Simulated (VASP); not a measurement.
# NaHF2 (R-3m) in VASP: single point with LDA

Aim: the single point of NaHF2 with LDA.

Program: VASP 6.6.1. These are calculated values, not measurements. Logs are shortened: lines on timing, memory, paths and dates and some standing lists are left out, and cuts for length are marked.

**1. The cell of the first run**

The structure is trigonal, space group R-3m (No. 166). Conventional cell: a = 3.348 Å, b = 3.348 Å, c = 13.558 Å, α = 90.00°, β = 90.00°, γ = 120.00°. Within 3.0 Å of Na (site symmetry -3m) lie 6 F at 2.24 Å and 6 H at 2.97 Å. H (site symmetry -3m) has 2 F at 1.14 Å within 1.5 Å. Within 1.5 Å of F (site symmetry 3m) lie 1 H at 1.14 Å.

**2. Single point, LDA**

Contents of INCAR:

```
SYSTEM = NaHF2
ALGO = Normal
EDIFF = 1E-6
ENCUT = 970
GGA_COMPAT = .FALSE.
ISIF = 2
ISMEAR = 0
LASPH = .TRUE.
LCHARG = .FALSE.
LREAL = .FALSE.
LWAVE = .FALSE.
NBANDS = 20
NELM = 120
PREC = Accurate
SIGMA = 0.01
```

Contents of KPOINTS:

```
k-points
0
G
  8 8 8
  0 0 0
```

Contents of POSCAR:

```
NaHF2
1.0
    1.6739704163      0.9664689139      4.5194893859
   -1.6739704163      0.9664689139      4.5194893859
    0.0000000000     -1.9329328974      4.5194904402
Na H F
1 1 2
Direct
    0.0000000000      0.0000000000      0.0000000000
    0.5000000000      0.5000000000      0.5000000000
    0.4161649359      0.4161649359      0.4161649359
    0.5838350641      0.5838350641      0.5838350641
```

Potentials or basis: VASP PAW LDA potentials, release 64 (Na_sv, H, F).

Run with:

```
cat potpaw_LDA.64/Na_sv/POTCAR potpaw_LDA.64/H/POTCAR potpaw_LDA.64/F/POTCAR > POTCAR
mpirun -np 1 vasp_std > vasp.out
```

OUTCAR:

```text
SYSTEM = NaHF2
   EDIFF = 1E-6
   ENCUT = 970
   ISIF = 2
   ISMEAR = 0
   LASPH = .TRUE.
   LREAL = .FALSE.
   NELM = 120
   PREC = Accurate

 ion  position               nearest neighbor table
   1  0.000  0.000  0.000-
   2  0.500  0.500  0.500-   3 1.14   4 1.14
   3  0.416  0.416  0.416-   2 1.14
   4  0.584  0.584  0.584-   2 1.14

  LATTYP: Found a trigonal (rhomboedric) cell.
 ALAT       =     4.9154881167
 COS(alpha) =     0.7680511350

  Lattice vectors:

 A1 = (   1.6739704163,   0.9664689139,   4.5194893859)
 A2 = (  -1.6739704163,   0.9664689139,   4.5194893859)
 A3 = (   0.0000000000,  -1.9329328974,   4.5194904402)

Analysis of symmetry for initial positions (statically):
=====================================================================
 Subroutine PRICEL returns:
 Original cell was already a primitive cell.

 Routine SETGRP: Setting up the symmetry group for a
 trigonal (rhombohedral) supercell.

 Subroutine GETGRP returns: Found 12 space group operations
 (whereof 12 operations were pure point group operations)
 out of a pool of 12 trial point group operations.

The static configuration has the point symmetry D_3d.

Analysis of symmetry for dynamics (positions and initial velocities):
=====================================================================
 Subroutine PRICEL returns:
 Original cell was already a primitive cell.

 Routine SETGRP: Setting up the symmetry group for a
 trigonal (rhombohedral) supercell.

 Subroutine GETGRP returns: Found 12 space group operations
 (whereof 12 operations were pure point group operations)
 out of a pool of 12 trial point group operations.

The dynamic configuration has the point symmetry D_3d.

 Subroutine INISYM returns: Found 12 space group operations
 (whereof 12 operations are pure point group operations),
 and found     1 'primitive' translations

----------------------------------------------------------------------------------------

                                     Primitive cell

  volume of cell :      43.8708

  direct lattice vectors                    reciprocal lattice vectors
     1.673970416  0.966468914  4.519489386     0.298691061  0.172449391  0.073754576
    -1.673970416  0.966468914  4.519489386    -0.298691061  0.172449391  0.073754576
     0.000000000 -1.932932897  4.519490440     0.000000000 -0.344898702  0.073754764

  length of vectors
     4.915488117  4.915488117  4.915488117     0.352696584  0.352696584  0.352696584

  position of ions in fractional coordinates (direct lattice)
     0.000000000  0.000000000  0.000000000
     0.500000000  0.500000000  0.500000000
     0.416164936  0.416164936  0.416164936
     0.583835064  0.583835064  0.583835064

  ion indices of the primitive-cell ions
   primitive index   ion index
                 1           1
                 2           2
                 3           3
                 4           4

----------------------------------------------------------------------------------------

 KPOINTS: k-points

Automatic generation of k-mesh.
 Grid dimensions read from file:
 generate k-points for:    8    8    8

 Generating k-lattice:

  Cartesian coordinates                     Fractional coordinates (reciprocal lattice)
     0.037336383  0.021556174  0.009219322     0.125000000  0.000000000  0.000000000
    -0.037336383  0.021556174  0.009219322     0.000000000  0.125000000  0.000000000
     0.000000000 -0.043112338  0.009219346     0.000000000  0.000000000  0.125000000

  Length of vectors
     0.044087073  0.044087073  0.044087073

  Shift w.r.t. Gamma in fractional coordinates (k-lattice)
     0.000000000  0.000000000  0.000000000

 Subroutine IBZKPT returns following result:
 ===========================================

 Found     65 irreducible k-points:

 Following reciprocal coordinates:
            Coordinates               Weight
  0.000000  0.000000  0.000000      1.000000
  0.125000 -0.000000  0.000000      6.000000
  0.250000 -0.000000  0.000000      6.000000
  0.375000  0.000000  0.000000      6.000000
  0.500000 -0.000000  0.000000      3.000000
  0.125000  0.125000  0.000000      6.000000
[... 16 lines left out ...]
  0.250000  0.125000  0.125000      6.000000
  0.375000  0.125000  0.125000      6.000000
 [... further k-points ...]
   k-points           NKPTS =     65   k-points in BZ     NKDIM =     65   number of bands    NBANDS=     20
   number of dos      NEDOS =    301   number of ions     NIONS =      4
   total plane-waves  NPLWV = 125000
   dimension x,y,z NGX =    50 NGY =   50 NGZ =   50
   dimension x,y,z NGXF=   100 NGYF=  100 NGZF=  100
   ions per type =               1   1   2
   NGX,Y,Z   is equivalent  to a cutoff of  16.91, 16.91, 16.91 a.u.
   NGXF,Y,Z  is equivalent  to a cutoff of  33.82, 33.82, 33.82 a.u.
 SYSTEM =  NaHF2
   PREC   = accura    normal or accurate (medium, high low for compatibility)
   ISTART =      0    job   : 0-new  1-cont  2-samecut
   ICHARG =      2    charge: 1-file 2-atom 10-const
   ISPIN  =      1    spin polarized calculation?
   LNONCOLLINEAR =      F non collinear calculations
   LSORBIT =      F    spin-orbit coupling
   LASPH  =      T    aspherical Exc in radial PAW
   ENCUT  =  970.0 eV  71.29 Ry    8.44 a.u.  12.48 12.48 12.48*2*pi/ulx,y,z
   NELM   =    120;   NELMIN=  2; NELMDL= -5     # of ELM steps
   EDIFF  = 0.1E-05   stopping-criterion for ELM
   LREAL  =      F    real-space projection
   EDIFFG = 0.1E-04   stopping-criterion for IOM
   NSW    =      0    number of steps for IOM
   IBRION =     -1    ionic relax: 0-MD 1-quasi-New 2-CG
   NFREE  =      0    steps in history (QN), initial steepest desc. (CG)
   ISIF   =      2    stress and relaxation
   ISYM   =      2    0-nonsym 1-usesym 2-fastsym
   POTIM  = 0.5000    time-step for ionic-motion
   TEBEG  =    0.0;   TEEND  =   0.0 temperature during run
   PSTRESS=    0.0 pullay stress
   NELECT =      24.0000    total number of electrons
   NUPDOWN=      -1.0000    fix difference up-down
   EMIN   =  10.00;   EMAX   =-10.00  energy-range for DOS
   EFERMI =   0.00;   METHOD = LEGACY
   ISMEAR =     0;   SIGMA  =   0.01  broadening in eV -4-tet -1-fermi 0-gaus
   EFERMI_NEDOS =   21; number of points for ismear=-14 and -15
   IALGO  =     38    algorithm
   IMIX   =      4    mixing-type and parameters
     AMIX     =   0.40;   BMIX     =  1.00
     AMIX_MAG =   1.60;   BMIX_MAG =  1.00
  volume/ion in A,a.u.               =      10.97        74.01
  Fermi-wavevector in a.u.,A,eV,Ry     =   1.338916  2.530185 24.391116  1.792696
  Thomas-Fermi vector in A             =   2.467349
   LORBIT       =      0    0 simple, 1 ext, 2 COOP (PROOUT), +10 PAW based schemes
   GGA     = CA    functional components
   LHFCALC =     F    Hartree Fock is set to
   AEXX    =    0.0000 exact exchange contribution
   IVDW    =     0    specifies the selected vdW correction
   LEPSILON=     F    determine dielectric tensor
   LRPA    =     F    only Hartree local field effects (RPA)
 non-spin polarized calculation
 Gauss-broadening in eV      SIGMA  =   0.01
  energy-cutoff  :      970.00
  volume of cell :       43.87
 maximum number of plane-waves:      3047
 NGX is ok and might be reduce to    50
   NGX = 25   NGY = 25   NGZ = 25

 number of electron      23.9999997 magnetization

 Free energy of the ion-electron system (eV)
  ---------------------------------------------------
  ext. energy  EPLUGINS =         0.00000000
  ---------------------------------------------------
  free energy    TOTEN  =       -18.78963951 eV

  energy without entropy =      -18.78963951  energy(sigma->0) =      -18.78963951

 E-fermi :  -3.5968     XC(G=0):  -9.1912

 val. band max:       -3.7004242647   @ k =   0.5000   0.5000   0.5000
 cond. band min:       3.1698260145   @ k =   0.0000   0.0000   0.0000
 fundamental gap:      6.8702502791
 Fermi energy:        -3.5967724061

 k-point     1 :       0.0000    0.0000    0.0000
  band No.  band energies     occupation
      1     -49.1770      2.00000
      2     -23.9532      2.00000
      3     -22.8790      2.00000
      4     -21.7081      2.00000
      5     -21.7081      2.00000
      6     -21.3899      2.00000
[... 12 lines left out ...]
     19      18.1230      0.00000
     20      18.1230      0.00000

 k-point     2 :       0.1250   -0.0000    0.0000
  band No.  band energies     occupation
      1     -49.1758      2.00000
      2     -23.9592      2.00000
      3     -22.8404      2.00000
      4     -21.7123      2.00000
      5     -21.6927      2.00000
      6     -21.4297      2.00000
[... 12 lines left out ...]
     19      16.9134      0.00000
     20      17.7850      0.00000

 k-point     3 :       0.2500   -0.0000    0.0000
  band No.  band energies     occupation
      1     -49.1727      2.00000
      2     -23.9732      2.00000
      3     -22.7367      2.00000
      4     -21.7220      2.00000
      5     -21.6619      2.00000
      6     -21.5297      2.00000
[... 12 lines left out ...]
     19      16.0337      0.00000
     20      17.2979      0.00000

 k-point     4 :       0.3750    0.0000    0.0000
  band No.  band energies     occupation
      1     -49.1697      2.00000
      2     -23.9866      2.00000
      3     -22.6095      2.00000
      4     -21.7318      2.00000
      5     -21.7039      2.00000
      6     -21.5807      2.00000
[... 12 lines left out ...]
     19      16.1081      0.00000
     20      17.0440      0.00000

 k-point     5 :       0.5000   -0.0000    0.0000
  band No.  band energies     occupation
      1     -49.1684      2.00000
      2     -23.9920      2.00000
      3     -22.5446      2.00000
      4     -21.7630      2.00000
      5     -21.7358      2.00000
      6     -21.5722      2.00000
[... 12 lines left out ...]
     19      16.1067      0.00000
     20      16.9856      0.00000
[... 353 lines left out ...]
      6     -21.3218      2.00000
[... 12 lines left out ...]
     19      17.0187      0.00000
     20      17.0265      0.00000

 k-point    22 :       0.1250    0.1250    0.1250
  band No.  band energies     occupation
      1     -49.1771      2.00000
      2     -23.9527      2.00000
      3     -22.8628      2.00000
      4     -21.7083      2.00000
      5     -21.7083      2.00000
      6     -21.4161      2.00000
[... 12 lines left out ...]
     19      18.0346      0.00000
     20      18.0346      0.00000

 k-point    23 :       0.2500    0.1250    0.1250
  band No.  band energies     occupation
      1     -49.1758      2.00000
      2     -23.9535      2.00000
      3     -22.8266      2.00000
      4     -21.7123      2.00000
      5     -21.6876      2.00000
      6     -21.4674      2.00000
[... 12 lines left out ...]
     19      17.3396      0.00000
     20      17.4596      0.00000

 k-point    24 :       0.3750    0.1250    0.1250
  band No.  band energies     occupation
      1     -49.1727      2.00000
      2     -23.9571      2.00000
      3     -22.7479      2.00000
      4     -21.7220      2.00000
      5     -21.6323      2.00000
      6     -21.5764      2.00000
[... 12 lines left out ...]
     19      16.0509      0.00000
     20      17.1125      0.00000

 [... further k-points ...]
[... 5 lines left out ...]
  --------------------------------------------------------------------------------------
  -------------------------------------------------------------------------------------
  Total       -0.0876340     -0.0876340      0.1334144      0.0000000      0.0000001     -0.0000000
  in kB       -3.2004260     -3.2004260      4.8723397      0.0000000      0.0000029     -0.0000000
  external PRESSURE =      -0.5095041 kB  Pullay stress =       0.0000000 kB

 VOLUME and BASIS-vectors are now :
 -----------------------------------------------------------------------------
  energy-cutoff  :      970.00
  volume of cell :       43.87
      direct lattice vectors                 reciprocal lattice vectors
     1.673970416  0.966468914  4.519489386     0.298691061  0.172449391  0.073754576
    -1.673970416  0.966468914  4.519489386    -0.298691061  0.172449391  0.073754576
     0.000000000 -1.932932897  4.519490440     0.000000000 -0.344898702  0.073754764

 POSITION                                       TOTAL-FORCE (eV/Angst)
 -----------------------------------------------------------------------------------
      0.00000      0.00000      0.00000         0.000000      0.000000     -0.000000
      0.00000      0.00000      6.77923        -0.000000      0.000000     -0.000000
      0.00000      0.00000      5.64256        -0.000000     -0.000000     -0.069840
      0.00000      0.00000      7.91591        -0.000000      0.000000      0.069840
 -----------------------------------------------------------------------------------
    total drift:                               -0.000000     -0.000000     -0.000000

  FREE ENERGIE OF THE ION-ELECTRON SYSTEM (eV)
  ---------------------------------------------------
  free  energy   TOTEN  =       -18.7896395140 eV

  energy  without entropy=      -18.7896395140  energy(sigma->0) =      -18.78963951
```

Run time: 3.7 min. Hardware: 1 thread of Intel Xeon Platinum 8375C at 2.90GHz (Ice Lake), shared host; peak memory 0.33 GiB.

Results:

- Free energy: -18.7896 eV
- Pressure: -0.1 GPa
- Largest force: 0.070 eV/Å
- Band gap on the k mesh: 6.87 eV (least direct gap 7.07 eV)

Forces on the atoms (eV/Å):
```
Na   0.000  0.000  0.000
H    0.000  0.000  0.000
F    0.000  0.000 -0.070
F    0.000  0.000  0.070
```

A k mesh can miss the band edges. Expect the measured gap to be larger: semilocal functionals such as LDA lack the derivative discontinuity.
